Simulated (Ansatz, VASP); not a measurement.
## Two plane-wave programs on Mo

File INCAR:

```
SYSTEM = Mo
PREC = Accurate ; ENCUT = 520
EDIFF = 1E-6 ; ISMEAR = -1
SIGMA = 0.1 ; LREAL = .FALSE.
LASPH = .TRUE. ; NELM = 80
ALGO = Normal ; ISIF = 2
LWAVE = .FALSE. ; LCHARG = .FALSE.
GGA = PE ; NBANDS = 21
```

KPOINTS

```
Automatic mesh
0
G
  15 15 7
  0 0 0
```

The input POSCAR:

```
Mo
1.0
    2.7597763904      0.0000000000      0.0000000000
   -1.3798881952      2.3900364628      0.0000000000
    0.0000000000      0.0000000000      4.8864518815
Mo
2
Direct
    0.3333333333      0.6666666667      0.2500000000
    0.6666666667      0.3333333333      0.7500000000
```

Input for Ansatz:

```yaml
crystal:
  lattice:
    - [2.7597763904, 0.0, 0.0]
    - [-1.3798881952, 2.3900364628, 0.0]
    - [0.0, 0.0, 4.8864518815]
  atoms:
    - { symbol: Mo, position: [0.3333333333, 0.6666666667, 0.25] }
    - { symbol: Mo, position: [0.6666666667, 0.3333333333, 0.75] }
hamiltonian:
  xc: pbe
  pseudopotentials:
    kind: paw
    azcp:
      Mo: "pseudopotentials/Mo.paw.azcp"
basis:
  ecutwfc: 420
  fft_grid_basis: typed
kpoints:
  mp_grid: { grid: [15, 15, 7], shift: [0, 0, 0] }
magnetization:
  spin_polarized: false
scf:
  occupations: { method: fermi_dirac, width: 0.1 }
  lower_state_search: "off"
output:
  stress: true
```

Alike in both runs: task single point; functional PBE; k mesh 15 × 15 × 7; occupations fermi-dirac, width 0.1 eV; no spin polarisation.

|  | VASP | Ansatz |
| --- | --- | --- |
| version | VASP 6.6.1 | Ansatz 0.2.0 |
| potentials or method | VASP PAW PBE potentials, release 64 (Mo_sv), cutoff 520 eV | plane waves (420 eV) with PAW, scalar-relativistic |
| valence electrons in the cell | 28 | 28 |

|  | VASP | Ansatz | Ansatz less VASP |
| --- | --- | --- | --- |
| pressure (GPa) | 0.4 | 0.0 | -0.46 |
| traceless stress, the component that is largest in VASP (GPa) | 0.05 | 0.15 | +0.095 |
